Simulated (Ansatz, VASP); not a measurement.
GaN in VASP and in Ansatz

```xyz
2
Lattice="0.0000 2.2742 2.3425 2.2742 0.0000 2.3425 2.2742 2.2742 0.0000" Properties=species:S:1:pos:R:3 pbc="T T T"
Ga    0.0000    0.0000    0.0000
N     3.4114    3.4114    3.5137
```

Change from the starting cell: strain +0.000 along x and y, +0.030 along z, atoms carried along.

Alike in both runs: task single point; functional PBE; k mesh 10 × 10 × 10; occupations gaussian, width 0.05 eV; no spin polarisation.

|  | VASP | Ansatz |
| --- | --- | --- |
| version | VASP 6.6.1 | Ansatz 0.2.0 |
| potentials or method | VASP PAW PBE potentials, release 64 (Ga_d, N), cutoff 520 eV | scalar-relativistic, plane waves, PAW |
| valence electrons in the cell | 18 | 18 |

|  | VASP | Ansatz | Ansatz less VASP |
| --- | --- | --- | --- |
| gap on the k mesh at the Fermi level (eV) | 1.31 | 1.30 | -0.004 |
| least direct gap on the mesh (eV) | 1.31 | 1.30 | -0.004 |
| pressure (GPa) | -4.7 | -4.8 | -0.13 |
| traceless stress, the component that is largest in VASP (GPa) | -2.60 | -2.60 | -0.001 |
